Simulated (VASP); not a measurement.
A run of VASP 6.6.1 is set up as follows.

INCAR

```
PREC = Accurate ; ENCUT = 600
EDIFF = 1E-6 ; ISMEAR = 0
SIGMA = 0.05 ; LREAL = F
LASPH = T ; NELM = 200
ALGO = Normal ; ISIF = 2
LWAVE = F ; LCHARG = F
ISPIN = 2 ; MAGMOM = 0 0.79
LORBIT = 11 ; LMAXMIX = 4
GGA = PE ; NBANDS = 16
GGA_COMPAT = F
```

Contents of KPOINTS:

```
Automatic mesh
0
Gamma
  16 16 16
```

Contents of POSCAR:

```
AlFe
1.0
    2.8932793717      0.0000000000      0.0000000000
    0.0000000000      2.8932793717      0.0000000000
    0.0000000000      0.0000000000      2.8932793717
Al Fe
1 1
Direct
    0.0000000000      0.0000000000      0.0000000000
    0.5000000000      0.5000000000      0.5000000000
```

Potentials or basis: VASP PAW PBE potentials, release 64 (Al, Fe).

The run is started by

```console
$ cat potpaw_PBE.64/Al/POTCAR potpaw_PBE.64/Fe/POTCAR > POTCAR
$ mpirun -np 1 vasp_std > vasp.out
```

Q: Predict the net moment.

A: 0.70 μB per cell.

Q: Predict the site moments.

A: Al -0.03; Fe +0.74 μB.

Q: Predict the pressure.

A: -3.4 GPa.

Caveat: the cell stands under tension.
